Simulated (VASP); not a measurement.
# Ti3O4 (P1) in VASP: notebook

The runs below take Ti3O4 through single point, with PBEsol.

All numbers are computed with VASP 6.6.1; they aren't measurements. Logs are shortened: lines on timing, memory, paths and dates and some standing lists are left out, and cuts for length are marked.

## 1. The cell of the first run

The typed cell holds 7 atoms: a = 4.973 Å, b = 4.973 Å, c = 2.969 Å, α = 90.00°, β = 90.00°, γ = 108.29°.

## 2. Single point, PBEsol (atom 2 (Ti) moved -0.600 Å towards its neighbour atom 1 (Ti) at 2.896 Å)

File INCAR:

```
SYSTEM = Ti3O4
PREC = Accurate
ENCUT = 520
EDIFF = 1E-6
ISMEAR = 0
SIGMA = 0.15
LREAL = .FALSE.
LASPH = .TRUE.
NELM = 100
ALGO = Normal
ISIF = 2
LWAVE = .FALSE.
LCHARG = .FALSE.
GGA = PS
NBANDS = 39
```

File KPOINTS:

```
Automatic mesh
0
G
  8 8 14
  0 0 0
```

File POSCAR:

```
Ti3O4
1.0
    2.9128162286     -4.0303540220      0.0000000000
    2.9128162286      4.0303540220      0.0000000000
    0.0000000000      0.0000000000      2.9690273773
Ti O
3 4
Direct
    0.0000000000      0.0000000000      0.5000000000
    0.6035971644      0.0000000000      0.1035971644
    0.0000000000      0.5000000000      0.0000000000
    0.7627833111      0.7627833111      0.0000000000
    0.2588765548      0.7411234452      0.5000000000
    0.2372166889      0.2372166889      0.0000000000
    0.7411234452      0.2588765548      0.5000000000
```

Potentials or basis: VASP PAW PBE potentials, release 64 (Ti_sv, O).

Started as:

```
$ cat potpaw_PBE.64/Ti_sv/POTCAR potpaw_PBE.64/O/POTCAR > POTCAR
$ mpirun -np 1 vasp_std > vasp.out
```

OUTCAR:

```text
SYSTEM = Ti3O4
   PREC = Accurate
   ENCUT = 520
   EDIFF = 1E-6
   ISMEAR = 0
   LREAL = .FALSE.
   LASPH = .TRUE.
   NELM = 100
   ISIF = 2
   GGA = PS

 ion  position               nearest neighbor table
   1  0.000  0.000  0.500-   4 2.03   6 2.03   4 2.03   6 2.03   5 2.09   7 2.09   2 2.30   2 2.66
                             3 2.90   3 2.90   3 2.90   3 2.90
   2  0.604  0.000  0.104-   4 1.64   7 1.72   5 2.14   7 2.19   1 2.30   3 2.66   1 2.66
   3  0.000  0.500  0.000-   4 2.02   6 2.02   5 2.08   7 2.08   5 2.08   7 2.08   2 2.66   1 2.90
                             1 2.90   1 2.90   1 2.90
   4  0.763  0.763  0.000-   2 1.64   3 2.02   1 2.03   1 2.03
   5  0.259  0.741  0.500-   3 2.08   3 2.08   1 2.09   2 2.14
   6  0.237  0.237  0.000-   3 2.02   1 2.03   1 2.03
   7  0.741  0.259  0.500-   2 1.72   3 2.08   3 2.08   1 2.09   2 2.19

  LATTYP: Found a base centered orthorhombic cell.
 ALAT       =     5.8256324572
 B/A-ratio  =     1.3836623067
 C/A-ratio  =     0.5096489350

  Lattice vectors:

 A1 = (   2.9128162286,  -4.0303540220,   0.0000000000)
 A2 = (   2.9128162286,   4.0303540220,   0.0000000000)
 A3 = (   0.0000000000,   0.0000000000,   2.9690273773)

Analysis of symmetry for initial positions (statically):
=====================================================================
 Subroutine PRICEL returns:
 Original cell was already a primitive cell.

 Routine SETGRP: Setting up the symmetry group for a
 base centered orthorhombic supercell.

 Subroutine GETGRP returns: Found  1 space group operations
 (whereof  1 operations were pure point group operations)
 out of a pool of  8 trial point group operations.

The static configuration has the point symmetry C_1 .

Analysis of symmetry for dynamics (positions and initial velocities):
=====================================================================
 Subroutine PRICEL returns:
 Original cell was already a primitive cell.

 Routine SETGRP: Setting up the symmetry group for a
 base centered orthorhombic supercell.

 Subroutine GETGRP returns: Found  1 space group operations
 (whereof  1 operations were pure point group operations)
 out of a pool of  8 trial point group operations.

The dynamic configuration has the point symmetry C_1 .

 Subroutine INISYM returns: Found  1 space group operations
 (whereof  1 operations are pure point group operations),
 and found     1 'primitive' translations

----------------------------------------------------------------------------------------

                                     Primitive cell

  volume of cell :      69.7109

  direct lattice vectors                    reciprocal lattice vectors
     2.912816229 -4.030354022  0.000000000     0.171655182 -0.124058581  0.000000000
     2.912816229  4.030354022  0.000000000     0.171655182  0.124058581  0.000000000
     0.000000000  0.000000000  2.969027377     0.000000000  0.000000000  0.336810636

  length of vectors
     4.972750941  4.972750941  2.969027377     0.211792429  0.211792429  0.336810636

  position of ions in fractional coordinates (direct lattice)
     0.000000000  0.000000000  0.500000000
     0.603597164  0.000000000  0.103597164
     0.000000000  0.500000000  0.000000000
     0.762783311  0.762783311  0.000000000
     0.258876555  0.741123445  0.500000000
     0.237216689  0.237216689  0.000000000
     0.741123445  0.258876555  0.500000000

  ion indices of the primitive-cell ions
   primitive index   ion index
                 1           1
                 2           2
                 3           3
                 4           4
                 5           5
                 6           6
                 7           7

----------------------------------------------------------------------------------------

 KPOINTS: Automatic mesh

Automatic generation of k-mesh.
 Grid dimensions read from file:
 generate k-points for:    8    8   14

 Generating k-lattice:

  Cartesian coordinates                     Fractional coordinates (reciprocal lattice)
     0.021456898 -0.015507323  0.000000000     0.125000000  0.000000000  0.000000000
     0.021456898  0.015507323  0.000000000     0.000000000  0.125000000  0.000000000
     0.000000000  0.000000000  0.024057903     0.000000000  0.000000000  0.071428571

  Length of vectors
     0.026474054  0.026474054  0.024057903

  Shift w.r.t. Gamma in fractional coordinates (k-lattice)
     0.000000000  0.000000000  0.000000000

 Subroutine IBZKPT returns following result:
 ===========================================

 Found    452 irreducible k-points:

 Following reciprocal coordinates:
            Coordinates               Weight
  0.000000  0.000000  0.000000      1.000000
  0.125000 -0.000000  0.000000      2.000000
 -0.000000  0.125000  0.000000      2.000000
  0.250000 -0.000000  0.000000      2.000000
 -0.000000  0.250000  0.000000      2.000000
  0.375000  0.000000  0.000000      2.000000
[... 16 lines left out ...]
  0.375000  0.250000  0.000000      2.000000
  0.250000  0.375000  0.000000      2.000000
 [... further k-points ...]
   k-points           NKPTS =    452   k-points in BZ     NKDIM =    452   number of bands    NBANDS=     39
   number of dos      NEDOS =    301   number of ions     NIONS =      7
   total plane-waves  NPLWV =  38400
   dimension x,y,z NGX =    40 NGY =   40 NGZ =   24
   dimension x,y,z NGXF=    80 NGYF=   80 NGZF=   48
   ions per type =               3   4
   NGX,Y,Z   is equivalent  to a cutoff of  13.37, 13.37, 13.44 a.u.
   NGXF,Y,Z  is equivalent  to a cutoff of  26.75, 26.75, 26.88 a.u.
 SYSTEM =  Ti3O4
   PREC   = accura    normal or accurate (medium, high low for compatibility)
   ISTART =      0    job   : 0-new  1-cont  2-samecut
   ICHARG =      2    charge: 1-file 2-atom 10-const
   ISPIN  =      1    spin polarized calculation?
   LNONCOLLINEAR =      F non collinear calculations
   LSORBIT =      F    spin-orbit coupling
   LASPH  =      T    aspherical Exc in radial PAW
   ENCUT  =  520.0 eV  38.22 Ry    6.18 a.u.   9.25  9.25  5.52*2*pi/ulx,y,z
   NELM   =    100;   NELMIN=  2; NELMDL= -5     # of ELM steps
   EDIFF  = 0.1E-05   stopping-criterion for ELM
   LREAL  =      F    real-space projection
   EDIFFG = 0.1E-04   stopping-criterion for IOM
   NSW    =      0    number of steps for IOM
   IBRION =     -1    ionic relax: 0-MD 1-quasi-New 2-CG
   NFREE  =      0    steps in history (QN), initial steepest desc. (CG)
   ISIF   =      2    stress and relaxation
   ISYM   =      2    0-nonsym 1-usesym 2-fastsym
   POTIM  = 0.5000    time-step for ionic-motion
   TEBEG  =    0.0;   TEEND  =   0.0 temperature during run
   PSTRESS=    0.0 pullay stress
   NELECT =      60.0000    total number of electrons
   NUPDOWN=      -1.0000    fix difference up-down
   EMIN   =  10.00;   EMAX   =-10.00  energy-range for DOS
   EFERMI =   0.00;   METHOD = LEGACY
   ISMEAR =     0;   SIGMA  =   0.15  broadening in eV -4-tet -1-fermi 0-gaus
   EFERMI_NEDOS =   21; number of points for ismear=-14 and -15
   IALGO  =     38    algorithm
   IMIX   =      4    mixing-type and parameters
     AMIX     =   0.40;   BMIX     =  1.00
     AMIX_MAG =   1.60;   BMIX_MAG =  1.00
  volume/ion in A,a.u.               =       9.96        67.20
  Fermi-wavevector in a.u.,A,eV,Ry     =   1.557250  2.942776 32.994515  2.425028
  Thomas-Fermi vector in A             =   2.660928
   LORBIT       =      0    0 simple, 1 ext, 2 COOP (PROOUT), +10 PAW based schemes
   GGA     = PS    functional components
   LHFCALC =     F    Hartree Fock is set to
   AEXX    =    0.0000 exact exchange contribution
   IVDW    =     0    specifies the selected vdW correction
   LEPSILON=     F    determine dielectric tensor
   LRPA    =     F    only Hartree local field effects (RPA)
 non-spin polarized calculation
 Gauss-broadening in eV      SIGMA  =   0.15
  energy-cutoff  :      520.00
  volume of cell :       69.71
 maximum number of plane-waves:      1898
 NGX is ok and might be reduce to    40
   NGX = 19   NGY = 19   NGZ = 11

 number of electron      59.9999987 magnetization

 Free energy of the ion-electron system (eV)
  ---------------------------------------------------
  ext. energy  EPLUGINS =         0.00000000
  ---------------------------------------------------
  free energy    TOTEN  =       -63.06558347 eV

  energy without entropy =      -63.03208266  energy(sigma->0) =      -63.04883307

 E-fermi :   9.0357     XC(G=0): -12.3065

 val. band max:        9.0349942799   @ k =  -0.2500  -0.3750  -0.1429
 cond. band min:       9.0367791623   @ k =  -0.2500  -0.1250   0.2857
 fundamental gap:      0.0017848825
 Fermi energy:         9.0356549787

 k-point     1 :       0.0000    0.0000    0.0000
  band No.  band energies     occupation
      1     -48.5676      2.00000
      2     -48.2415      2.00000
      3     -47.8476      2.00000
      4     -25.5308      2.00000
      5     -25.4239      2.00000
      6     -25.0722      2.00000
[... 31 lines left out ...]
     38      11.7492      0.00000
     39      12.3104      0.00000

 k-point     2 :       0.1250   -0.0000    0.0000
  band No.  band energies     occupation
      1     -48.5674      2.00000
      2     -48.2408      2.00000
      3     -47.8488      2.00000
      4     -25.5269      2.00000
      5     -25.4100      2.00000
      6     -25.0714      2.00000
[... 31 lines left out ...]
     38      11.6506      0.00000
     39      12.3684      0.00000

 k-point     3 :      -0.0000    0.1250    0.0000
  band No.  band energies     occupation
      1     -48.5663      2.00000
      2     -48.2429      2.00000
      3     -47.8477      2.00000
      4     -25.5156      2.00000
      5     -25.4180      2.00000
      6     -25.0664      2.00000
[... 31 lines left out ...]
     38      11.6738      0.00000
     39      12.3596      0.00000

 k-point     4 :       0.2500   -0.0000    0.0000
  band No.  band energies     occupation
      1     -48.5667      2.00000
      2     -48.2389      2.00000
      3     -47.8516      2.00000
      4     -25.5172      2.00000
      5     -25.3751      2.00000
      6     -25.0691      2.00000
[... 31 lines left out ...]
     38      11.7408      0.00000
     39      12.4161      0.00000
[... 754 lines left out ...]
     38      12.1610      0.00000
     39      12.3645      0.00000

 k-point    23 :       0.3750    0.2500    0.0000
  band No.  band energies     occupation
      1     -48.5620      2.00000
      2     -48.2411      2.00000
      3     -47.8547      2.00000
      4     -25.4675      2.00000
      5     -25.3190      2.00000
      6     -25.0507      2.00000
[... 31 lines left out ...]
     38      12.0882      0.00000
     39      12.4575      0.00000

 k-point    24 :       0.2500    0.3750    0.0000
  band No.  band energies     occupation
      1     -48.5592      2.00000
      2     -48.2465      2.00000
      3     -47.8520      2.00000
      4     -25.4577      2.00000
      5     -25.3076      2.00000
      6     -25.0420      2.00000
[... 31 lines left out ...]
     38      12.1976      0.00000
     39      12.3529      0.00000

 [... further k-points ...]

------------------------ aborting loop because EDIFF is reached ----------------------------------------

  FORCE on cell =-STRESS in cart. coord.  units (eV):
  Direction    XX          YY          ZZ          XY          YZ          ZX
  --------------------------------------------------------------------------------------
  -------------------------------------------------------------------------------------
  Total        7.0933166     16.3702692      6.3771807      0.4304038      2.3917017      6.0416152
  in kB      163.0269662    376.2408303    146.5678874      9.8920477     54.9689089    138.8555251
  external PRESSURE =     228.6118946 kB  Pullay stress =       0.0000000 kB

 VOLUME and BASIS-vectors are now :
 -----------------------------------------------------------------------------
  energy-cutoff  :      520.00
  volume of cell :       69.71
      direct lattice vectors                 reciprocal lattice vectors
     2.912816229 -4.030354022  0.000000000     0.171655182 -0.124058581  0.000000000
     2.912816229  4.030354022  0.000000000     0.171655182  0.124058581  0.000000000
     0.000000000  0.000000000  2.969027377     0.000000000  0.000000000  0.336810636

 POSITION                                       TOTAL-FORCE (eV/Angst)
 -----------------------------------------------------------------------------------
      0.00000      0.00000      1.48451         2.933522     -1.921485      0.381523
      1.75817     -2.43271      0.30758        -6.346744     10.480513     -4.461491
      1.45641      2.01518      0.00000         0.860011     -1.063846     -0.388474
      4.44370      0.00000      0.00000        -1.235298     -8.023195     -0.703466
      2.91282      1.94363      1.48451         0.507379      0.165027      0.035854
      1.38194      0.00000      0.00000        -0.304295     -0.534265      0.425240
      2.91282     -1.94363      1.48451         3.585425      0.897252      4.710814
 -----------------------------------------------------------------------------------
    total drift:                                0.000152     -0.000399      0.000161

  FREE ENERGIE OF THE ION-ELECTRON SYSTEM (eV)
  ---------------------------------------------------
  free  energy   TOTEN  =       -63.0655834654 eV

  energy  without entropy=      -63.0320826650  energy(sigma->0) =      -63.04883307
```

It took 15 min on 1 thread of AMD EPYC 9R45 (Zen 5), shared host; peak memory 0.86 GiB.

Results:

| Property | Result |
| --- | --- |
| Free energy | -63.0656 eV |
| Pressure | 22.9 GPa |
| Largest force | 13.039 eV/Å |
| Band gap on the k mesh | zero (bands 30 and 31 overlap by 0.52 eV) |

Forces on the atoms (eV/Å):
```
Ti   2.934 -1.921  0.382
Ti  -6.347 10.481 -4.461
Ti   0.860 -1.064 -0.388
O   -1.235 -8.023 -0.703
O    0.507  0.165  0.036
O   -0.304 -0.534  0.425
O    3.585  0.897  4.711
```

Caveat: the cell differs from its parent crystal (atom 2 (Ti) moved -0.600 Å towards its neighbour atom 1 (Ti) at 2.896 Å); the stress differs along the axes, from 15 to 38 GPa; the PAW data sets were made with another functional, which shifts forces and pressure a little; semilocal functionals often make such compounds metallic where correlation or magnetic order opens a gap, which also shifts bond lengths.

## 3. Single point, PBEsol (atom 2 (Ti) moved +0.150 Å towards its neighbour atom 1 (Ti) at 2.896 Å)

File INCAR:

```
PREC     = Accurate       # precision mode
ENCUT    = 520            # plane-wave cutoff, eV
EDIFF    = 1E-6           # SCF threshold, eV
ISMEAR   = 0              # smearing method
SIGMA    = 0.15           # smearing width, eV
LREAL    = F              # projectors in reciprocal space
LASPH    = T              # aspherical terms in the spheres
NELM     = 60             # most SCF steps
ALGO     = Fast           # electronic algorithm
ISIF     = 2              # what is computed and relaxed
LWAVE    = F              # write WAVECAR
LCHARG   = F              # write CHGCAR
GGA      = PS             # functional
NBANDS   = 39             # bands
```

File KPOINTS:

```
regular mesh
0
Gamma
  8 8 14
```

Changes to POSCAR since step 2:

```diff
@@ -9,3 +9,3 @@
     0.0000000000      0.0000000000      0.5000000000
-    0.6035971644      0.0000000000      0.1035971644
+    0.4741007089      0.0000000000     -0.0258992911
     0.0000000000      0.5000000000      0.0000000000
```

Potentials or basis: VASP PAW PBE potentials, release 64 (Ti_sv, O).

Started as:

```
$ cat potpaw_PBE.64/Ti_sv/POTCAR potpaw_PBE.64/O/POTCAR > POTCAR
$ mpirun -np 1 vasp_std > vasp.out
```

It took 1.7 h on 1 thread of Oxide Virtual Turin-like, shared host; peak memory 0.86 GiB.

Results (log left out):

```
Free energy            : -65.8371 eV
Pressure               : 2.0 GPa
Largest force          : 1.533 eV/Å
Band gap on the k mesh : zero (bands 30 and 31 overlap by 1.00 eV)
```

Forces on the atoms (eV/Å):
```
Ti  -0.379 -0.254  0.013
Ti   0.347 -1.256  0.808
Ti   0.160  0.123  0.116
O    0.229  0.551 -0.107
O   -0.361 -0.078 -0.552
O    0.279  0.990 -0.074
O   -0.275 -0.077 -0.206
```

Stress tensor (GPa, compression positive):
```
 1.01 -0.49  0.92
-0.49  3.12  0.15
 0.92  0.15  1.78
```

Levels at points of the mesh, in eV from the Fermi level:
```
           k point  band 26  band 27  band 28  band 29  band 30  band 31  band 32  band 33  band 34  band 35
(0.00, 0.00, 0.00)    -4.17    -4.09    -3.89    -2.52    -0.39     0.03     0.48     0.94     1.40     1.57
(0.50, 0.00, 0.00)    -5.82    -4.42    -4.10    -0.91    -0.31     0.10     0.39     0.57     1.07     1.33
(0.00, 0.50, 0.00)    -5.84    -4.43    -4.10    -0.85    -0.42     0.20     0.51     0.65     0.97     1.16
(0.50, 0.50, 0.00)    -5.07    -4.72    -4.51    -2.27     0.10     0.60     0.73     1.04     1.07     1.22
(0.00, 0.00, 0.50)    -5.79    -5.55    -4.99     0.24     0.39     0.68     0.77     1.05     1.22     1.31
(0.50, 0.00, 0.50)    -5.81    -5.09    -4.63    -0.78    -0.63     0.45     0.47     1.55     1.77     1.82
(0.00, 0.50, 0.50)    -5.87    -5.08    -4.61    -0.92    -0.76     0.60     0.73     1.55     1.75     1.84
(0.50, 0.50, 0.50)    -4.91    -4.87    -4.80    -2.31    -2.04     1.23     1.59     1.75     1.81     2.15
```

Caveat: the cell differs from its parent crystal (atom 2 (Ti) moved +0.150 Å towards its neighbour atom 1 (Ti) at 2.896 Å); the PAW data sets were made with another functional, which shifts forces and pressure a little; semilocal functionals often make such compounds metallic where correlation or magnetic order opens a gap, which also shifts bond lengths.
